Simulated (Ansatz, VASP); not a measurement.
**Two plane-wave programs on Si7Ge**

POSCAR

```
Si7Ge
1.0
    5.4679684317      0.0000000000      0.0000000000
    0.0000000000      5.4679684317      0.0000000000
    0.0000000000      0.0000000000      5.4679684317
Si Ge
7 1
Direct
    0.2542695609      0.2855934593      0.2400663138
    0.0600187592      0.5169966426      0.5184025915
    0.5298018698      0.5110350160     -0.0636248335
    0.4420840997     -0.0104270402      0.5684485637
    0.7663177592      0.2319316083      0.7840095668
    0.7302404878      0.7666724061      0.2977986720
    0.2489099011      0.6975950972      0.7429330847
   -0.0316424376      0.0006028109     -0.0880339591
```

File INCAR.step1:

```
PREC = Accurate
ENCUT = 520
ISMEAR = 0
SIGMA = 0.05
LREAL = F
LASPH = T
NELM = 100
NBANDS = 31
GGA = PE
ALGO = Normal
EDIFF = 1E-4
LWAVE = T
LCHARG = F
```

The input INCAR.step2:

```
PREC = Accurate
ENCUT = 520
EDIFF = 1E-7
ISMEAR = 0
SIGMA = 0.05
LREAL = F
LASPH = T
NELM = 100
ALGO = Normal
ISIF = 2
LWAVE = F
LCHARG = F
METAGGA = R2SCAN
LMIXTAU = T
NBANDS = 31
ISTART = 1
```

Contents of KPOINTS:

```
Automatic mesh
0
Gamma
  6 6 6
```

Input for Ansatz:

```yaml
crystal:
  lattice:
    - [5.4679684317, 0.0, 0.0]
    - [0.0, 5.4679684317, 0.0]
    - [0.0, 0.0, 5.4679684317]
  atoms:
    - { symbol: Si, position: [0.2542695609, 0.2855934593, 0.2400663138] }
    - { symbol: Si, position: [0.0600187592, 0.5169966426, 0.5184025915] }
    - { symbol: Si, position: [0.5298018698, 0.511035016, -0.0636248335] }
    - { symbol: Si, position: [0.4420840997, -0.0104270402, 0.5684485637] }
    - { symbol: Si, position: [0.7663177592, 0.2319316083, 0.7840095668] }
    - { symbol: Si, position: [0.7302404878, 0.7666724061, 0.297798672] }
    - { symbol: Si, position: [0.2489099011, 0.6975950972, 0.7429330847] }
    - { symbol: Ge, position: [-0.0316424376, 0.0006028109, -0.0880339591] }
basis:
  ecutwfc: 500
kpoints:
  mp_grid: { grid: [6, 6, 6] }
hamiltonian:
  xc: r2scan
scf:
  occupations: { method: gaussian, width: 0.05 }
output:
  forces: true
  stress: true
  eigenvalues: true
```

Change from the starting cell: all atoms moved at random (sigma 0.22 Å a component).

Alike in both runs: task single point; functional r2SCAN; k mesh 6 × 6 × 6; occupations gaussian, width 0.05 eV; no spin polarisation.

|  | VASP | Ansatz |
| --- | --- | --- |
| version | VASP 6.6.1 | Ansatz 0.2.0 |
| potentials or method | VASP PAW PBE potentials, release 64 (Si, Ge_d), cutoff 520 eV | scalar-relativistic, plane waves, PAW |
| valence electrons in the cell | 42 | 42 |

```tsv
	VASP	Ansatz	Ansatz less VASP
gap on the k mesh at the Fermi level (eV)	none	none	-
pressure (GPa)	13.4	13.6	+0.17
traceless stress, the component that is largest in VASP (GPa)	11.32	11.36	+0.035
rms of the force components (eV/Å)	5.440	5.435	-0.0051
```

VASP's potentials were made for PBE, not for r2SCAN. Atom by atom the forces differ by 0.040 eV/Å (rms over components). A gap of «none» marks a metal or a gap that the smearing closes.
